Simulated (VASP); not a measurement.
**CdC2: vibrations by perturbation theory with PBE**

CdC2:

```
Cd C
1.0
    -1.75092    1.75092    2.78305
     1.75092   -1.75092    2.78305
     1.75092    1.75092   -2.78305
Cd C
1 2
Cartesian
  0.0000 0.0000 0.0000
  0.0000 0.0000 3.4060
  0.0000 0.0000 2.1601
```

- Program: VASP 6.6.1
- Task: vibrations by perturbation theory
- Functional: PBE
- Potentials or basis: VASP PAW PBE potentials, release 64 (Cd, C)
- Cutoff: 520 eV
- k mesh: 8 × 8 × 8
- Occupations: gaussian, width 0.01 eV
- Spin: no spin polarisation
- Dipole correction: no
- Further INCAR settings: ALGO = Normal; EDIFF = 1e-08; NBANDS = 17; IBRION = 8; NSW = 1

```json
{"Electronic dielectric tensor (diagonal)": "5.71, 5.71, 7.05", "Born charges (mean of the diagonal)": "Cd +2.44; C -1.22 e", "Highest phonon frequency at Γ": "1982 cm⁻¹"}
```

Phonon frequencies in cm⁻¹ (negative: imaginary):
```
              q point                       frequencies
(0.000, 0.000, 0.000)  -1 -1 0 132 132 363 363 454 1982
```

Electronic dielectric tensor:
```
5.71 0.00 0.00
0.00 5.71 0.00
0.00 0.00 7.05
```

Born effective charge tensors (e):
atom 1, Cd
```
2.63 0.00 0.00
0.00 2.63 0.00
0.00 0.00 2.07
```
atom 2, C
```
-1.31  0.00  0.00
 0.00 -1.31  0.00
 0.00  0.00 -1.03
```
atom 3, C
```
-1.31  0.00  0.00
 0.00 -1.31  0.00
 0.00  0.00 -1.03
```

Wall time 5 min on 1 thread of Intel(R) Xeon(R) 6975P-C (Granite Rapids), on a shared host, peak memory 0.33 GiB.

Caveat: the cell stands under pressure or tension, which shifts response properties.
